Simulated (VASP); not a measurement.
Input of a VASP 6.6.1 run:

The input INCAR:

```
ALGO = Normal
EDIFF = 1E-6
ENCUT = 520
GGA = PE
ISIF = 2
ISMEAR = 0
ISPIN = 2
LASPH = T
LCHARG = F
LMAXMIX = 4
LORBIT = 11
LREAL = F
LWAVE = F
MAGMOM = 4 0 0 0 0
NBANDS = 32
NELM = 150
PREC = Accurate
SIGMA = 0.1
```

File KPOINTS:

```
k-points
0
Gamma
  4 4 4
```

The input POSCAR:

```
FeBiSe3
1.0
    4.7911614901      0.0000000000      0.0000000000
    0.0000000000      4.7911614901      0.0000000000
    0.0000000000      0.0000000000      4.7911614901
Fe Bi Se
1 1 3
Direct
    0.0000000000      0.0000000000      0.0000000000
    0.5000000000      0.5000000000      0.5000000000
    0.5000000000      0.0000000000      0.0000000000
    0.0000000000      0.5000000000      0.0000000000
    0.0000000000      0.0000000000      0.5000000000
```

Potentials or basis: VASP PAW PBE potentials, release 64 (Fe, Bi_d, Se).

Command:

```bash
$ cat potpaw_PBE.64/Fe/POTCAR potpaw_PBE.64/Bi_d/POTCAR potpaw_PBE.64/Se/POTCAR > POTCAR
$ mpirun -np 1 vasp_std > vasp.out
```

Q: Estimate the pressure.

A: 0.3 GPa.

Q: Estimate the site moments.

A: Fe +2.19; Bi -0.07; Se +0.07 μB.

Q: Estimate the net moment.

A: 2.43 μB per cell.

Caveat: a cell with one magnetic atom can't hold antiferromagnetic order, which such compounds often take.
